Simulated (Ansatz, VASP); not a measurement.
# Ti4Ge: VASP beside Ansatz

```
Ti Ge
1.0
     2.97237    0.00000    0.00000
    -1.48619    2.57415    0.00000
     0.00000    0.00000   11.23118
Ti Ge
4 1
Direct
  0.33333 0.66667 0.19326
  0.66667 0.33333 0.39344
  0.33333 0.66667 0.60656
  0.66667 0.33333 0.80674
  0.00000 0.00000 0.00000
```

Alike in both runs: task single point; functional PBE; k mesh 6 × 6 × 2; occupations gaussian, width 0.1 eV; collinear spin.

```csv
,VASP,Ansatz
version,VASP 6.6.1,Ansatz 0.2.0
potentials or method,"VASP PAW PBE potentials, release 64 (Ti_sv, Ge_d), cutoff 520 eV","scalar-relativistic, plane waves, PAW"
valence electrons in the cell,62,62
```

```csv
,VASP,Ansatz,Ansatz less VASP
gap on the k mesh at the Fermi level (eV),none,none,-
pressure (GPa),-0.2,-0.1,+0.17
"traceless stress, the component that is largest in VASP (GPa)",-0.14,-0.16,-0.017
rms of the force components (eV/Å),0.011,0.007,-0.0040
net moment per atom (μB),0.00,0.00,0.000
```

Atom by atom the forces differ by 0.005 eV/Å (rms over components). A gap of «none» marks a metal or a gap that the smearing closes. Ansatz's warnings: seeded moment not kept.

The k mesh is coarse, so the values compare programs but aren't converged.
